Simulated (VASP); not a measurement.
# AlRu (Pm-3m) in VASP: a series of runs, part 2 of 2

VASP 6.6.1.

**3. Single point, PBE**

This run uses another cell than the first one, of 13.53 Å³/atom, 0.990 times its volume.

Input file INCAR:

```
  PREC = Accurate
  ENCUT = 500
  EDIFF = 1E-6
  ISMEAR = 0
  SIGMA = 0.1
  LREAL = False
  LASPH = True
  NELM = 120
  ALGO = Normal
  ISIF = 2
  LWAVE = False
  LCHARG = True
  GGA = PE
  LELF = True
  LVHAR = True
  NELECT = 16.75
  ISYM = 0
  NBANDS = 16
  GGA_COMPAT = False
```

Input file KPOINTS:

```
Automatic mesh
0
Gamma
  3 1 7
  0.25 0.25 0.25
```

Input file POSCAR:

```
AlRu
1.0
    3.0022476411      0.0000000000      0.0000000000
    0.0000000000      3.0022476411      0.0000000000
    0.0000000000      0.0000000000      3.0022476411
Al Ru
1 1
Direct
    0.0000000000      0.0000000000      0.0000000000
    0.5000000000      0.5000000000      0.5000000000
```

Potentials or basis: VASP PAW PBE potentials, release 64 (Al, Ru_pv).

The run is started by

```sh
$ cat potpaw_PBE.64/Al/POTCAR potpaw_PBE.64/Ru_pv/POTCAR > POTCAR
$ mpirun -np 1 vasp_std > vasp.out
```

OUTCAR:

```text
PREC = Accurate
   ENCUT = 500
   EDIFF = 1E-6
   ISMEAR = 0
   LREAL = False
   LASPH = True
   NELM = 120
   ISIF = 2
   GGA = PE
   NELECT = 16.75
   ISYM = 0

 ion  position               nearest neighbor table
   1  0.000  0.000  0.000-   2 2.60   2 2.60   2 2.60   2 2.60   2 2.60   2 2.60   2 2.60   2 2.60

   2  0.500  0.500  0.500-   1 2.60   1 2.60   1 2.60   1 2.60   1 2.60   1 2.60   1 2.60   1 2.60

IMPORTANT INFORMATION: All symmetrisations will be switched off!
NOSYMM: (Re-)initialisation of all symmetry stuff for point group C_1.

----------------------------------------------------------------------------------------

                                     Primitive cell

  volume of cell :      27.0607

  direct lattice vectors                    reciprocal lattice vectors
     3.002247641  0.000000000  0.000000000     0.333083782  0.000000000  0.000000000
     0.000000000  3.002247641  0.000000000     0.000000000  0.333083782  0.000000000
     0.000000000  0.000000000  3.002247641     0.000000000  0.000000000  0.333083782

  length of vectors
     3.002247641  3.002247641  3.002247641     0.333083782  0.333083782  0.333083782

  position of ions in fractional coordinates (direct lattice)
     0.000000000  0.000000000  0.000000000
     0.500000000  0.500000000  0.500000000

  ion indices of the primitive-cell ions
   primitive index   ion index
                 1           1
                 2           2

----------------------------------------------------------------------------------------

 KPOINTS: Automatic mesh

Automatic generation of k-mesh.
 Grid dimensions read from file:
 generate k-points for:    3    1    7

 Generating k-lattice:

  Cartesian coordinates                     Fractional coordinates (reciprocal lattice)
     0.111027927  0.000000000  0.000000000     0.333333333  0.000000000  0.000000000
     0.000000000  0.333083782  0.000000000     0.000000000  1.000000000  0.000000000
     0.000000000  0.000000000  0.047583397     0.000000000  0.000000000  0.142857143

  Length of vectors
     0.111027927  0.333083782  0.047583397

  Shift w.r.t. Gamma in fractional coordinates (k-lattice)
     0.250000000  0.250000000  0.250000000

 -----------------------------------------------------------------------------
|                                                                             |
|           W    W    AA    RRRRR   N    N  II  N    N   GGGG   !!!           |
|           W    W   A  A   R    R  NN   N  II  NN   N  G    G  !!!           |
|           W    W  A    A  R    R  N N  N  II  N N  N  G       !!!           |
|           W WW W  AAAAAA  RRRRR   N  N N  II  N  N N  G  GGG   !            |
|           WW  WW  A    A  R   R   N   NN  II  N   NN  G    G                |
|           W    W  A    A  R    R  N    N  II  N    N   GGGG   !!!           |
|                                                                             |
|     Your reciprocal lattice and k-lattice belong to different lattice       |
|     classes:                                                                |
|                                                                             |
|        The reciprocal lattice is simple cubic,                              |
|        whereas your k-lattice is simple orthorhombic.                       |
|                                                                             |
|     Results are often still useful ...                                      |
|                                                                             |
 -----------------------------------------------------------------------------

 WARNING: IBZKPT: internal override: KBLOWUP is changed to .FALSE.
      ... skipping the blow-up phase ...

 Subroutine IBZKPT returns following result:
 ===========================================

 Found     21 irreducible k-points:

 Following reciprocal coordinates:
            Coordinates               Weight
  0.083333  0.250000  0.035714      1.000000
  0.416667  0.250000  0.035714      1.000000
 -0.250000  0.250000  0.035714      1.000000
  0.083333  0.250000  0.178571      1.000000
  0.416667  0.250000  0.178571      1.000000
 -0.250000  0.250000  0.178571      1.000000
[... 13 lines left out ...]
  0.416667  0.250000 -0.107143      1.000000
 -0.250000  0.250000 -0.107143      1.000000
   k-points           NKPTS =     21   k-points in BZ     NKDIM =     21   number of bands    NBANDS=     16
   number of dos      NEDOS =    301   number of ions     NIONS =      2
   total plane-waves  NPLWV =  13824
   dimension x,y,z NGX =    24 NGY =   24 NGZ =   24
   dimension x,y,z NGXF=    48 NGYF=   48 NGZF=   48
   ions per type =               1   1
   NGX,Y,Z   is equivalent  to a cutoff of  13.29, 13.29, 13.29 a.u.
   NGXF,Y,Z  is equivalent  to a cutoff of  26.58, 26.58, 26.58 a.u.
 SYSTEM =  unknown system
   PREC   = accura    normal or accurate (medium, high low for compatibility)
   ISTART =      0    job   : 0-new  1-cont  2-samecut
   ICHARG =      2    charge: 1-file 2-atom 10-const
   ISPIN  =      1    spin polarized calculation?
   LNONCOLLINEAR =      F non collinear calculations
   LSORBIT =      F    spin-orbit coupling
   LASPH  =      T    aspherical Exc in radial PAW
   ENCUT  =  500.0 eV  36.75 Ry    6.06 a.u.   5.47  5.47  5.47*2*pi/ulx,y,z
   NELM   =    120;   NELMIN=  2; NELMDL= -5     # of ELM steps
   EDIFF  = 0.1E-05   stopping-criterion for ELM
   LREAL  =      F    real-space projection
   EDIFFG = 0.1E-04   stopping-criterion for IOM
   NSW    =      0    number of steps for IOM
   IBRION =     -1    ionic relax: 0-MD 1-quasi-New 2-CG
   NFREE  =      0    steps in history (QN), initial steepest desc. (CG)
   ISIF   =      2    stress and relaxation
   ISYM   =      0    0-nonsym 1-usesym 2-fastsym
   POTIM  = 0.5000    time-step for ionic-motion
   TEBEG  =    0.0;   TEEND  =   0.0 temperature during run
   PSTRESS=    0.0 pullay stress
   NELECT =      16.7500    total number of electrons
   NUPDOWN=      -1.0000    fix difference up-down
   EMIN   =  10.00;   EMAX   =-10.00  energy-range for DOS
   EFERMI =   0.00;   METHOD = LEGACY
   ISMEAR =     0;   SIGMA  =   0.10  broadening in eV -4-tet -1-fermi 0-gaus
   EFERMI_NEDOS =   21; number of points for ismear=-14 and -15
   IALGO  =     38    algorithm
   IMIX   =      4    mixing-type and parameters
     AMIX     =   0.40;   BMIX     =  1.00
     AMIX_MAG =   1.60;   BMIX_MAG =  1.00
  volume/ion in A,a.u.               =      13.53        91.31
  Fermi-wavevector in a.u.,A,eV,Ry     =   1.395190  2.636526 26.484478  1.946554
  Thomas-Fermi vector in A             =   2.518666
   LORBIT       =      0    0 simple, 1 ext, 2 COOP (PROOUT), +10 PAW based schemes
   GGA     = PE    functional components
   LHFCALC =     F    Hartree Fock is set to
   AEXX    =    0.0000 exact exchange contribution
   IVDW    =     0    specifies the selected vdW correction
   LEPSILON=     F    determine dielectric tensor
   LRPA    =     F    only Hartree local field effects (RPA)
 non-spin polarized calculation
 Gauss-broadening in eV      SIGMA  =   0.10
  energy-cutoff  :      500.00
  volume of cell :       27.06
 maximum number of plane-waves:       693
 NGX is ok and might be reduce to    24
   NGX = 11   NGY = 11   NGZ = 11

 number of electron      16.7499995 magnetization

 Free energy of the ion-electron system (eV)
  ---------------------------------------------------
  ext. energy  EPLUGINS =         0.00000000
  ---------------------------------------------------
  free energy    TOTEN  =       -17.06490020 eV

  energy without entropy =      -17.05249175  energy(sigma->0) =      -17.05869597

 E-fermi :  10.0429     XC(G=0): -12.4172

 val. band max:       10.0324280205   @ k =   0.0833   0.2500   0.4643
 cond. band min:      10.1203099346   @ k =   0.4167   0.2500   0.0357
 fundamental gap:      0.0878819141
 Fermi energy:        10.0429380006

 k-point     1 :       0.0833    0.2500    0.0357
  band No.  band energies     occupation
      1     -31.4789      2.00000
      2     -31.4473      2.00000
      3     -31.2094      2.00000
      4       2.3242      2.00000
      5       7.3005      2.00000
      6       7.3536      2.00000
[... 376 lines left out ...]
      3     -31.1983      2.00000
      4       3.3555      2.00000
      5       7.3300      2.00000
      6       7.9280      2.00000
[... 8 lines left out ...]
     15      24.3608      0.00000
     16      25.3585      0.00000

------------------------ aborting loop because EDIFF is reached ----------------------------------------

  FORCE on cell =-STRESS in cart. coord.  units (eV):
  Direction    XX          YY          ZZ          XY          YZ          ZX
  --------------------------------------------------------------------------------------
  -------------------------------------------------------------------------------------
  Total       -4.3668249     -2.7562589     -4.4167357      0.0264566      0.0056281      0.1137120
  in kB     -258.5454034   -163.1890661   -261.5004578      1.5664105      0.3332187      6.7325124
  external PRESSURE =    -227.7449758 kB  Pullay stress =       0.0000000 kB

 VOLUME and BASIS-vectors are now :
 -----------------------------------------------------------------------------
  energy-cutoff  :      500.00
  volume of cell :       27.06
      direct lattice vectors                 reciprocal lattice vectors
     3.002247641  0.000000000  0.000000000     0.333083782  0.000000000  0.000000000
     0.000000000  3.002247641  0.000000000     0.000000000  0.333083782  0.000000000
     0.000000000  0.000000000  3.002247641     0.000000000  0.000000000  0.333083782

 POSITION                                       TOTAL-FORCE (eV/Angst)
 -----------------------------------------------------------------------------------
      0.00000      0.00000      0.00000         0.000000     -0.000001      0.000000
      1.50112      1.50112      1.50112        -0.000000      0.000001     -0.000000
 -----------------------------------------------------------------------------------
    total drift:                               -0.000001      0.000001     -0.000001

  FREE ENERGIE OF THE ION-ELECTRON SYSTEM (eV)
  ---------------------------------------------------
  free  energy   TOTEN  =       -17.0649001989 eV

  energy  without entropy=      -17.0524917460  energy(sigma->0) =      -17.05869597
```

stdout:

```text
POSCAR found type information on POSCAR AlRu
 POSCAR found :  2 types and       2 ions
 scaLAPACK will be used
 LDA part: xc-table for (Slater+PW92), standard interpolation
 -----------------------------------------------------------------------------
|                                                                             |
|           W    W    AA    RRRRR   N    N  II  N    N   GGGG   !!!           |
|           W    W   A  A   R    R  NN   N  II  NN   N  G    G  !!!           |
[... 14 lines left out ...]

 POSCAR, INCAR and KPOINTS ok, starting setup
 FFT: planning ... GRIDC
 FFT: planning ... GRID_SOFT
 FFT: planning ... GRID
 WAVECAR not read
 entering main loop
 the old and the new charge density differ
 old charge density:    17.00000 new   16.75000
    0.119E+01
```

Wall time 7.3 s (1 thread of Intel Xeon 6975P-C (Granite Rapids), shared host); peak memory 0.13 GiB.

The run converged, but its numbers aren't listed here, since they failed a check.

Caveat: the k points lie up to 2.09 Å⁻¹ apart; the cell carries a net charge on a neutralising background, which shifts energy and pressure; the cell is charged against a uniform background, so pressure and absolute levels hang on convention.

**4. Single point, PBE, collinear spin, ferromagnetic start**

This run uses another cell than the first one, of 13.27 Å³/atom, 0.971 times its volume.

Input file INCAR:

```
SYSTEM = AlRu
ALGO     = Normal         ! electronic algorithm
EDIFF    = 1E-6           ! SCF threshold, eV
ENCUT    = 500            ! plane-wave cutoff, eV
GGA      = PE             ! functional
GGA_COMPAT= .FALSE.      
ISIF     = 2              ! what is computed and relaxed
ISMEAR   = 0              ! smearing method
ISPIN    = 2              ! spin polarisation
LASPH    = .TRUE.         ! aspherical terms in the spheres
LCHARG   = .TRUE.         ! write CHGCAR
LELF     = .TRUE.         ! ELF
LMAXMIX  = 4              ! l up to which the mixer works
LORBIT   = 11             ! projections on sites
LREAL    = .FALSE.        ! projectors in reciprocal space
LVHAR    = .TRUE.       
LWAVE    = .FALSE.        ! write WAVECAR
MAGMOM   = 0 1            ! initial moments
NBANDS   = 20             ! bands
NELM     = 200            ! most SCF steps
PREC     = Accurate       ! precision mode
SIGMA    = 0.1            ! smearing width, eV
```

Input file KPOINTS:

```
k-points
0
G
  3 3 3
  0 0 0
```

Input file POSCAR:

```
AlRu
1.0
    2.9824954400      0.0000000000      0.0000000000
    0.0000000000      2.9824954400      0.0000000000
    0.0000000000      0.0000000000      2.9824954400
Al Ru
1 1
Direct
    0.0000000000      0.0000000000      0.0000000000
    0.5000000000      0.5000000000      0.5000000000
```

The run is started by

```sh
$ cat potpaw_PBE.64/Al/POTCAR potpaw_PBE.64/Ru_pv/POTCAR > POTCAR
$ mpirun -np 1 vasp_std > vasp.out
```

It took 10 s on 1 thread of Intel Xeon 6975P-C (Granite Rapids), shared host; peak memory 0.14 GiB.

The run converged. Its results:

```yaml
Free_energy: -13.9897 eV
Pressure: 6.2 GPa
Net_moment: 0.00 μB per cell
Valence_electrons_inside_the_program's_atomic_spheres: Al 0.81; Ru 12.79
```

Levels at points of the mesh, in eV from the Fermi level:
Spin up:
```tsv
k point	band 5	band 6	band 7	band 8	band 9	band 10	band 11	band 12
(0.00, 0.00, 0.00)	-3.29	-3.29	0.46	0.46	0.46	6.40	6.40	6.40
```
Spin down:
| k point | band 5 | band 6 | band 7 | band 8 | band 9 | band 10 | band 11 | band 12 |
| --- | --- | --- | --- | --- | --- | --- | --- | --- |
| (0.00, 0.00, 0.00) | -3.29 | -3.29 | 0.46 | 0.46 | 0.46 | 6.40 | 6.40 | 6.40 |

Caveat: the k points lie up to 0.70 Å⁻¹ apart.
